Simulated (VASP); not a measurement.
Wanted: the native input for a VASP 6.6.1 run.

```yaml
Task: single point
Functional: r2SCAN
Potentials_or_basis: VASP PAW PBE potentials, release 64 (Zn)
Cutoff: 520 eV
k_mesh: 13 × 13 × 13
Occupations: methfessel-paxton, width 0.3 eV
Spin: no spin polarisation
Dipole_correction: no
Further_INCAR_settings: ALGO = Normal; EDIFF = 1e-06; NBANDS = 12
```

Crystal: Zn.

```
Zn
1.0
     0.00000    1.99063    1.99063
     1.99063    0.00000    1.99063
     1.99063    1.99063    0.00000
Zn
1
Direct
  0.00000 0.00000 0.00000
```

One way to write it, as run:

POSCAR

```
Zn
1.0
    0.0000000000      1.9906312808      1.9906312808
    1.9906312808      0.0000000000      1.9906312808
    1.9906312808      1.9906312808      0.0000000000
Zn
1
Direct
    0.0000000000      0.0000000000      0.0000000000
```

INCAR.step1

```
SYSTEM = Zn
PREC = Accurate ; ENCUT = 520
ISMEAR = 1 ; SIGMA = 0.3
LREAL = .FALSE. ; LASPH = .TRUE.
NELM = 60 ; NBANDS = 12
GGA = PE ; ALGO = Normal
EDIFF = 1E-4 ; LWAVE = .TRUE.
LCHARG = .FALSE.
```

INCAR.step2

```
SYSTEM = Zn
PREC = Accurate ; ENCUT = 520
EDIFF = 1E-6 ; ISMEAR = 1
SIGMA = 0.3 ; LREAL = .FALSE.
LASPH = .TRUE. ; NELM = 60
ALGO = Normal ; ISIF = 2
LWAVE = .FALSE. ; LCHARG = .FALSE.
METAGGA = R2SCAN ; LMIXTAU = .TRUE.
NBANDS = 12 ; ISTART = 1
```

KPOINTS

```
Automatic mesh
0
G
  13 13 13
  0 0 0
```

Potentials or basis: VASP PAW PBE potentials, release 64 (Zn).

Command:

```console
$ cat potpaw_PBE.64/Zn/POTCAR > POTCAR
$ cp INCAR.step1 INCAR
$ mpirun -np 1 vasp_std > vasp.out
$ cp INCAR.step2 INCAR
$ mpirun -np 1 vasp_std > vasp.out
```

Results of the run:

```yaml
Pressure: -6.4 GPa
Band_gap_on_the_k_mesh: zero (band 6 reaches 3.79 eV, above the bottom of band 7 at 1.47 eV)
```

Caveat: the PAW data sets were made with another functional, which shifts forces and pressure a little.

Run time: 22 s on 1 thread of Intel(R) Xeon(R) 6975P-C (Granite Rapids), on a shared host, peak memory 0.14 GiB.
